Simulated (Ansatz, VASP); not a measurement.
**Two plane-wave programs on SrCl2**

```
Sr Cl
1.0
     0.00000    3.54650    3.48550
     3.48550    0.00000    3.48550
     3.48550    3.54650    0.00000
Sr Cl
1 2
Direct
  0.00000 0.00000 0.00000
  0.25000 0.25000 0.25000
  0.75000 0.75000 0.75000
```

Change from the starting cell: strain +0.0175 x Voigt [0, 1, 0, 0, 0, 0], atoms carried along.

Alike in both runs: task single point; functional PBE; k mesh 6 × 6 × 6; occupations gaussian, width 0.05 eV; no spin polarisation.

```csv
,VASP,Ansatz
version,VASP 6.6.1,Ansatz 0.2.0
potentials or method,"VASP PAW PBE potentials, release 64 (Sr_sv, Cl), cutoff 520 eV","scalar-relativistic, plane waves, PAW"
valence electrons in the cell,24,24
```

Ansatz gave:

| Item | Value |
| --- | --- |
| gap on the k mesh at the Fermi level (eV) | 5.24 |
| least direct gap on the mesh (eV) | 5.48 |
| pressure (GPa) | 0.4 |
| traceless stress, the component that is largest in VASP (GPa) | -0.58 |

Problem. Which values does VASP return?

Solution. gap on the k mesh at the Fermi level (eV): 5.24; least direct gap on the mesh (eV): 5.47; pressure (GPa): 0.5; traceless stress, the component that is largest in VASP (GPa): -0.58.
